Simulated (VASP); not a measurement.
# SiO2 (I-42d) in VASP: single point with PBEsol

Aim: the single point of SiO2 with PBEsol.

Everything below comes from runs of VASP 6.6.1. Logs are shortened: lines on timing, memory, paths and dates and some standing lists are left out, and cuts for length are marked.

**1. The cell of the first run**

The structure is tetragonal, space group I-42d (No. 122). Conventional cell: a = 4.982 Å, b = 4.982 Å, c = 7.335 Å, α = 90.00°, β = 90.00°, γ = 90.00°. Within 2.2 Å of Si (site symmetry -4) lie 4 O at 1.62 Å. Within 2.2 Å of O (site symmetry 2) lie 2 Si at 1.62 Å.

**2. Single point, PBEsol**

INCAR reads:

```
SYSTEM = SiO2
PREC = Accurate
ENCUT = 520
EDIFF = 1E-6
ISMEAR = 0
SIGMA = 0.02
LREAL = .False.
LASPH = .True.
NELM = 80
ALGO = Normal
ISIF = 2
LWAVE = .False.
LCHARG = .False.
GGA = PS
NBANDS = 25
```

KPOINTS reads:

```
Automatic mesh
0
Gamma
  6 6 6
  0 0 0
```

POSCAR reads:

```
SiO2
1.0
   -2.4908754040      2.4908754040      3.6677129423
    2.4908754040     -2.4908754040      3.6677129423
    2.4908754040      2.4908754040     -3.6677129423
Si O
2 4
Direct
    0.0000000000      0.0000000000      0.0000000000
    0.7500000000      0.2500000000      0.5000000000
    0.3750000000      0.2214284677      0.3464284677
    0.9714284677      0.6250000000      0.8464284677
    0.7785715323      0.1250000000      0.1535715323
    0.8750000000      0.0285715323      0.6535715323
```

Potentials or basis: VASP PAW PBE potentials, release 64 (Si, O).

Launch:

```sh
$ cat potpaw_PBE.64/Si/POTCAR potpaw_PBE.64/O/POTCAR > POTCAR
$ mpirun -np 1 vasp_std > vasp.out
```

OUTCAR:

```text
SYSTEM = SiO2
   PREC = Accurate
   ENCUT = 520
   EDIFF = 1E-6
   ISMEAR = 0
   LREAL = .False.
   LASPH = .True.
   NELM = 80
   ISIF = 2
   GGA = PS

 ion  position               nearest neighbor table
   1  0.000  0.000  0.000-   3 1.62   4 1.62   6 1.62   5 1.62   2 3.09   2 3.09   2 3.09   2 3.09

   2  0.750  0.250  0.500-   3 1.62   4 1.62   5 1.62   6 1.62   1 3.09   1 3.09   1 3.09   1 3.09

   3  0.375  0.221  0.346-   1 1.62   2 1.62
   4  0.971  0.625  0.846-   1 1.62   2 1.62
   5  0.779  0.125  0.154-   2 1.62   1 1.62
   6  0.875  0.029  0.654-   1 1.62   2 1.62

  LATTYP: Found a body centered tetragonal cell.
 ALAT       =     4.9817508080
 C/A-ratio  =     1.4724594158

  Lattice vectors:

 A1 = (  -2.4908754040,   2.4908754040,   3.6677129423)
 A2 = (   2.4908754040,  -2.4908754040,   3.6677129423)
 A3 = (   2.4908754040,   2.4908754040,  -3.6677129423)

Analysis of symmetry for initial positions (statically):
=====================================================================
 Subroutine PRICEL returns:
 Original cell was already a primitive cell.

 Routine SETGRP: Setting up the symmetry group for a
 body centered tetragonal supercell.

 Subroutine GETGRP returns: Found  8 space group operations
 (whereof  4 operations were pure point group operations)
 out of a pool of 16 trial point group operations.

The static configuration has the point symmetry S_4 .
 The point group associated with its full space group is D_2d.

Analysis of symmetry for dynamics (positions and initial velocities):
=====================================================================
 Subroutine PRICEL returns:
 Original cell was already a primitive cell.

 Routine SETGRP: Setting up the symmetry group for a
 body centered tetragonal supercell.

 Subroutine GETGRP returns: Found  8 space group operations
 (whereof  4 operations were pure point group operations)
 out of a pool of 16 trial point group operations.

The dynamic configuration has the point symmetry S_4 .
 The point group associated with its full space group is D_2d.

 Subroutine INISYM returns: Found  8 space group operations
 (whereof  4 operations are pure point group operations),
 and found     1 'primitive' translations

----------------------------------------------------------------------------------------

                                     Primitive cell
[... 95 lines left out ...]
   LSORBIT =      F    spin-orbit coupling
   LASPH  =      T    aspherical Exc in radial PAW
   ENCUT  =  520.0 eV  38.22 Ry    6.18 a.u.   9.46  9.46  9.46*2*pi/ulx,y,z
   NELM   =     80;   NELMIN=  2; NELMDL= -5     # of ELM steps
   EDIFF  = 0.1E-05   stopping-criterion for ELM
   LREAL  =      F    real-space projection
   EDIFFG = 0.1E-04   stopping-criterion for IOM
   NSW    =      0    number of steps for IOM
   IBRION =     -1    ionic relax: 0-MD 1-quasi-New 2-CG
   NFREE  =      0    steps in history (QN), initial steepest desc. (CG)
   ISIF   =      2    stress and relaxation
   ISYM   =      2    0-nonsym 1-usesym 2-fastsym
   POTIM  = 0.5000    time-step for ionic-motion
   TEBEG  =    0.0;   TEEND  =   0.0 temperature during run
   PSTRESS=    0.0 pullay stress
   NELECT =      32.0000    total number of electrons
   NUPDOWN=      -1.0000    fix difference up-down
   EMIN   =  10.00;   EMAX   =-10.00  energy-range for DOS
   EFERMI =   0.00;   METHOD = LEGACY
   ISMEAR =     0;   SIGMA  =   0.02  broadening in eV -4-tet -1-fermi 0-gaus
   EFERMI_NEDOS =   21; number of points for ismear=-14 and -15
   IALGO  =     38    algorithm
   IMIX   =      4    mixing-type and parameters
     AMIX     =   0.40;   BMIX     =  1.00
     AMIX_MAG =   1.60;   BMIX_MAG =  1.00
  volume/ion in A,a.u.               =      15.17       102.38
  Fermi-wavevector in a.u.,A,eV,Ry     =   1.155416  2.183420 18.163589  1.334986
  Thomas-Fermi vector in A             =   2.292045
   LORBIT       =      0    0 simple, 1 ext, 2 COOP (PROOUT), +10 PAW based schemes
   GGA     = PS    functional components
   LHFCALC =     F    Hartree Fock is set to
   AEXX    =    0.0000 exact exchange contribution
   IVDW    =     0    specifies the selected vdW correction
   LEPSILON=     F    determine dielectric tensor
   LRPA    =     F    only Hartree local field effects (RPA)
 non-spin polarized calculation
 Gauss-broadening in eV      SIGMA  =   0.02
  energy-cutoff  :      520.00
  volume of cell :       91.02
 maximum number of plane-waves:      2469
 NGX is ok and might be reduce to    40
   NGX = 19   NGY = 19   NGZ = 19

 number of electron      31.9999997 magnetization

 Free energy of the ion-electron system (eV)
  ---------------------------------------------------
  ext. energy  EPLUGINS =         0.00000000
  ---------------------------------------------------
  free energy    TOTEN  =       -49.36135277 eV

  energy without entropy =      -49.36135277  energy(sigma->0) =      -49.36135277

 E-fermi :  -0.4385     XC(G=0):  -8.2392

 val. band max:       -0.5856215991   @ k =   0.0000   0.0000   0.0000
 cond. band min:       5.2306487623   @ k =   0.0000   0.0000   0.0000
 fundamental gap:      5.8162703614
 Fermi energy:        -0.4384779231

 k-point     1 :       0.0000    0.0000    0.0000
  band No.  band energies     occupation
      1     -19.6795      2.00000
      2     -17.6061      2.00000
      3     -17.6061      2.00000
      4     -17.5432      2.00000
      5      -9.8157      2.00000
      6      -6.1073      2.00000
[... 661 lines left out ...]
     24      12.3298      0.00000
     25      12.9098      0.00000

 [... further k-points ...]
[... 5 lines left out ...]
  --------------------------------------------------------------------------------------
  -------------------------------------------------------------------------------------
  Total        0.2857574      0.2857574      0.3074018      0.0000000      0.0000000      0.0000000
  in kB        5.0297778      5.0297778      5.4107526      0.0000000      0.0000000      0.0000000
  external PRESSURE =       5.1567694 kB  Pullay stress =       0.0000000 kB

 VOLUME and BASIS-vectors are now :
 -----------------------------------------------------------------------------
  energy-cutoff  :      520.00
  volume of cell :       91.02
      direct lattice vectors                 reciprocal lattice vectors
    -2.490875404  2.490875404  3.667712942     0.000000000  0.200732642  0.136324736
     2.490875404 -2.490875404  3.667712942     0.200732642  0.000000000  0.136324736
     2.490875404  2.490875404 -3.667712942     0.200732642  0.200732642  0.000000000

 POSITION                                       TOTAL-FORCE (eV/Angst)
 -----------------------------------------------------------------------------------
      0.00000      0.00000      0.00000        -0.000000     -0.000000      0.000000
      0.00000      2.49088      1.83386        -0.000000     -0.000000     -0.000000
      0.48038      1.24544      0.91693         0.022671     -0.000000      0.000000
      1.24544      2.97126      2.75078        -0.000000      0.022671      0.000000
     -1.24544      2.01049      2.75078        -0.000000     -0.022671     -0.000000
     -0.48038      3.73631      0.91693        -0.022671      0.000000     -0.000000
 -----------------------------------------------------------------------------------
    total drift:                                0.000003      0.000003      0.000002

  FREE ENERGIE OF THE ION-ELECTRON SYSTEM (eV)
  ---------------------------------------------------
  free  energy   TOTEN  =       -49.3613527663 eV

  energy  without entropy=      -49.3613527663  energy(sigma->0) =      -49.36135277
```

OSZICAR:

```text
N       E                     dE             d eps       ncg     rms          rms(c)
DAV:   1     0.174194935087E+03    0.17419E+03   -0.15982E+04  1500   0.114E+03
DAV:   2    -0.427786479936E+02   -0.21697E+03   -0.20659E+03  1970   0.268E+02
DAV:   3    -0.551761977905E+02   -0.12398E+02   -0.12339E+02  1995   0.672E+01
DAV:   4    -0.553009980244E+02   -0.12480E+00   -0.12473E+00  1792   0.762E+00
DAV:   5    -0.553025922225E+02   -0.15942E-02   -0.15937E-02  1994   0.847E-01    0.202E+01
DAV:   6    -0.494198225290E+02    0.58828E+01   -0.18273E+01  1841   0.269E+01    0.102E+01
DAV:   7    -0.493789631909E+02    0.40859E-01   -0.64105E-01  1953   0.429E+00    0.360E+00
DAV:   8    -0.493548163259E+02    0.24147E-01   -0.35929E-02  1870   0.157E+00    0.131E+00
DAV:   9    -0.493586431262E+02   -0.38268E-02   -0.17131E-02  1678   0.956E-01    0.283E-01
DAV:  10    -0.493612345763E+02   -0.25915E-02   -0.27061E-03  1645   0.290E-01    0.786E-02
DAV:  11    -0.493613374093E+02   -0.10283E-03   -0.66508E-04  1877   0.176E-01    0.324E-02
DAV:  12    -0.493613480157E+02   -0.10606E-04   -0.42405E-05  1766   0.425E-02    0.168E-02
DAV:  13    -0.493613525800E+02   -0.45643E-05   -0.71130E-06  1850   0.168E-02    0.356E-03
DAV:  14    -0.493613527663E+02   -0.18636E-06   -0.54048E-07  1350   0.491E-03
   1 F= -.49361353E+02 E0= -.49361353E+02  d E =-.324626E-27
```

stdout:

```text
POSCAR found type information on POSCAR SiO
 POSCAR found :  2 types and       6 ions
 scaLAPACK will be used
 -----------------------------------------------------------------------------
|                                                                             |
|                                                                             |
|     You enforced a specific xc type in the INCAR file but a different       |
|     I HOPE YOU KNOW WHAT YOU ARE DOING!                                     |
|                                                                             |
 -----------------------------------------------------------------------------

 LDA part: xc-table for (Slater+PW92), standard interpolation
 POSCAR, INCAR and KPOINTS ok, starting setup
 FFT: planning ... GRIDC
 FFT: planning ... GRID_SOFT
 FFT: planning ... GRID
 WAVECAR not read
 entering main loop
```

Wall time 54 s (1 thread of Intel Xeon Platinum 8375C at 2.90GHz (Ice Lake), shared host); peak memory 0.25 GiB.

Results:

```
Free energy            : -49.3614 eV
Pressure               : 0.5 GPa
Largest force          : 0.023 eV/Å
Band gap on the k mesh : 5.82 eV, direct
```

Forces on the atoms (eV/Å):
```
Si   0.000  0.000  0.000
Si   0.000  0.000  0.000
O    0.023  0.000  0.000
O    0.000  0.023  0.000
O    0.000 -0.023  0.000
O   -0.023  0.000  0.000
```

Levels at points of the mesh, in eV from the valence-band top:
| k point | band 14 | band 15 | band 16 | band 17 | band 18 | band 19 |
| --- | --- | --- | --- | --- | --- | --- |
| (0.00, 0.00, 0.00) | -0.68 | 0.00 | 0.00 | 5.82 | 8.64 | 10.40 |
| (0.50, 0.00, 0.00) | -0.79 | -0.49 | -0.14 | 8.04 | 8.92 | 9.61 |
| (0.50, 0.50, 0.00) | -0.98 | -0.34 | -0.34 | 9.01 | 9.01 | 10.04 |
| (0.50, 0.50, 0.50) | -1.47 | -0.33 | -0.33 | 8.80 | 8.80 | 10.11 |

Caveat: the PAW data sets were made with another functional, which shifts forces and pressure a little.
